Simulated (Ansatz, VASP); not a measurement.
## Two plane-wave programs on WC

The input INCAR:

```
ALGO     = Normal         # electronic algorithm
EDIFF    = 1E-6           # SCF threshold, eV
ENCUT    = 520            # plane-wave cutoff, eV
GGA      = PS             # functional
ISIF     = 2              # what is computed and relaxed
ISMEAR   = 0              # smearing method
LASPH    = T              # aspherical terms in the spheres
LCHARG   = F              # write CHGCAR
LREAL    = F              # projectors in reciprocal space
LWAVE    = F              # write WAVECAR
NBANDS   = 16             # bands
NELM     = 100            # most SCF steps
PREC     = Accurate       # precision mode
SIGMA    = 0.15           # smearing width, eV
```

Contents of KPOINTS:

```
k-points
0
Gamma
  18 18 16
```

Contents of POSCAR:

```
WC
1.0
    2.9005014360      0.0000000000      0.0000000000
   -1.4502507180      2.5119079273     -0.0502381585
    0.0000000000     -0.0565800000      2.8290000000
W C
1 1
Direct
    0.0000000000      0.0000000000      0.0000000000
    0.6666666667      0.3333333333      0.5000000000
```

Input for Ansatz:

```yaml
crystal:
  lattice:
    - [2.900501436, 0.0, 0.0]
    - [-1.450250718, 2.5119079273, -0.0502381585]
    - [0.0, -0.05658, 2.829]
  atoms:
    - { symbol: W, position: [0.0, 0.0, 0.0] }
    - { symbol: C, position: [0.6666666667, 0.3333333333, 0.5] }
basis:
  ecutwfc: 420
kpoints:
  mp_grid: { grid: [18, 18, 16] }
hamiltonian:
  xc: pbesol
scf:
  occupations: { method: gaussian, width: 0.15 }
output:
  forces: true
  stress: true
  eigenvalues: true
```

Change from the starting cell: strain -0.0400 x Voigt [0, 0, 0, 1, 0, 0], atoms carried along.

Alike in both runs: task single point; functional PBEsol; k mesh 18 × 18 × 16; occupations gaussian, width 0.15 eV; no spin polarisation.

|  | VASP | Ansatz |
| --- | --- | --- |
| version | VASP 6.6.1 | Ansatz 0.2.0 |
| potentials or method | VASP PAW PBE potentials, release 64 (W_sv, C), cutoff 520 eV | scalar-relativistic, plane waves, PAW |
| valence electrons in the cell | 18 | 18 |

VASP gave:

```
gap on the k mesh at the Fermi level (eV)                     : none
pressure (GPa)                                                : 1.2
traceless stress, the component that is largest in VASP (GPa) : 12.82
rms of the force components (eV/Å)                            : 0.029
```

Which values does Ansatz return?

gap on the k mesh at the Fermi level (eV): none; pressure (GPa): -0.1; traceless stress, the component that is largest in VASP (GPa): 12.75; rms of the force components (eV/Å): 0.028.

VASP's potentials were made for PBE, not for PBEsol. Atom by atom the forces differ by 0.000 eV/Å (rms over components). A gap of «none» marks a metal or a gap that the smearing closes. The functional is the same, so the differences come from potentials, cutoffs and numerics.

Neither program's run includes spin-orbit coupling.
